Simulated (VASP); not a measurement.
Set up this calculation in VASP 6.6.1, as the native input.

```yaml
Task: relaxation of shape and atoms at fixed volume
Functional: PBE
Potentials_or_basis: VASP PAW PBE potentials, release 64 (Si, Ni)
Cutoff: 600 eV
k_mesh: 8 × 10 × 6
Occupations: gaussian, width 0.05 eV
Spin: no spin polarisation
Dipole_correction: no
Further_INCAR_settings: ALGO = Fast; EDIFF = 1e-06; IBRION = 2; EDIFFG = -0.01; NSW = 60; ISIF = 4
```

The structure of SiNi lies in POSCAR:

```
SiNi
1.0
    5.2154842877      0.0000000000      0.0000000000
    0.0000000000      3.4189522412      0.0000000000
    0.0000000000      0.0000000000      5.7019800938
Si Ni
4 4
Direct
    0.3204084574      0.7500000000      0.0836233362
    0.1795915426      0.2500000000      0.5836233362
    0.8204084574      0.7500000000      0.4163766638
    0.6795915426      0.2500000000      0.9163766638
    0.0074919128      0.2500000000      0.1894931110
    0.4925080872      0.7500000000      0.6894931110
    0.5074919128      0.2500000000      0.3105068890
    0.9925080872      0.7500000000      0.8105068890
```

The input as run:

INCAR

```
SYSTEM = SiNi
PREC = Accurate
ENCUT = 600
EDIFF = 1E-6
ISMEAR = 0
SIGMA = 0.05
LREAL = .FALSE.
LASPH = .TRUE.
NELM = 80
ALGO = Fast
ISIF = 4
LWAVE = .FALSE.
LCHARG = .FALSE.
GGA = PE
IBRION = 2
NSW = 60
EDIFFG = -0.01
```

KPOINTS

```
Automatic mesh
0
G
  8 10 6
  0 0 0
```

Potentials or basis: VASP PAW PBE potentials, release 64 (Si, Ni).

The run is started by

```sh
$ cat potpaw_PBE.64/Si/POTCAR potpaw_PBE.64/Ni/POTCAR > POTCAR
$ mpirun -np 1 vasp_std > vasp.out
```

Results of the run:

| Quantity | Value |
| --- | --- |
| Energy gained by relaxing | 0.1 meV/atom |
| Ionic steps | 7 |
| Pressure after relaxing | -5.8 GPa |
| Largest force after relaxing | 0.005 eV/Å |
| Band gap on the k mesh | zero (bands 28 and 29 overlap by 1.76 eV) |

Wall time 15 min on 1 thread of Oxide Virtual Turin-like Processor (shared host), peak memory 0.49 GiB.
